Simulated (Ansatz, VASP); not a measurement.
# Two plane-wave programs on SnSe2

The input POSCAR:

```
SnSe2
1.0
    3.8251638404      0.0000000000      0.0000000000
   -1.9125819202      3.3126890594      0.0000000000
    0.0000000000      0.0000000000      6.2270561301
Sn Se
1 2
Direct
    0.0000000000      0.0000000000      0.0000000000
    0.3333333333      0.6666666667      0.2530760434
    0.6666666667      0.3333333333      0.7469239566
```

INCAR.step1

```
PREC = Accurate ; ENCUT = 520
EDIFF = 1E-5 ; ISMEAR = 0
SIGMA = 0.01 ; LREAL = F
LASPH = T ; NELM = 80
ALGO = Normal ; ISIF = 2
LWAVE = T ; LCHARG = F
NBANDS = 20 ; GGA = PE
```

Contents of INCAR.step2:

```
PREC = Accurate ; ENCUT = 520
EDIFF = 1E-6 ; ISMEAR = 0
SIGMA = 0.01 ; LREAL = F
LASPH = T ; NELM = 80
ALGO = Normal ; ISIF = 2
LWAVE = F ; LCHARG = F
GGA = PE ; LHFCALC = T
AEXX = 0.35 ; HFSCREEN = 0.5
PRECFOCK = Normal ; NBANDS = 20
ISTART = 1
```

KPOINTS

```
regular mesh
0
Gamma
  6 6 2
```

Input for Ansatz:

```yaml
crystal:
  lattice:
    - [3.8251638404, 0.0, 0.0]
    - [-1.9125819202, 3.3126890594, 0.0]
    - [0.0, 0.0, 6.2270561301]
  atoms:
    - { symbol: Sn, position: [0.0, 0.0, 0.0] }
    - { symbol: Se, position: [0.3333333333, 0.6666666667, 0.2530760434] }
    - { symbol: Se, position: [0.6666666667, 0.3333333333, 0.7469239566] }
kpoints:
  mp_grid: { grid: [6, 6, 2] }
hamiltonian:
  xc: { exchange: pbe, correlation: pbe, exx: { coeff: 0.35, omega: 0.5 } }
scf:
  occupations: { method: fixed }
  n_extra_bands: 4
output:
  forces: true
  stress: true
  eigenvalues: true
```

Alike in both runs: task single point; functional PBE-based screened hybrid with a share of 0.35 of exact exchange and HFSCREEN = 0.5; k mesh 6 × 6 × 2; no spin polarisation.

```csv
,VASP,Ansatz
version,VASP 6.6.1,Ansatz 0.2.0
potentials or method,"VASP PAW PBE potentials, release 64 (Sn_d, Se)",plane waves
plane-wave cutoff (eV),520,420
occupations,"gaussian, width 0.01 eV",fixed
valence electrons in the cell,26,46
```

Ansatz gave:

```
gap on the k mesh at the Fermi level (eV)                     : 1.18
pressure (GPa)                                                : 0.4
traceless stress, the component that is largest in VASP (GPa) : -0.23
rms of the force components (eV/Å)                            : 0.079
```

Which values does VASP return?

gap on the k mesh at the Fermi level (eV): 1.19; pressure (GPa): 0.2; traceless stress, the component that is largest in VASP (GPa): -0.24; rms of the force components (eV/Å): 0.090.

VASP's potentials were made for PBE, not for PBE-based screened hybrid. Atom by atom the forces differ by 0.011 eV/Å (rms over components). VASP's potentials hold 26 valence electrons a cell and Ansatz's 46, so a difference there can come from the potentials and not from the codes. Ansatz's warnings: stress exchange threshold loose, stress scf threshold loose.

The k mesh is coarse, so the values compare programs but aren't converged.
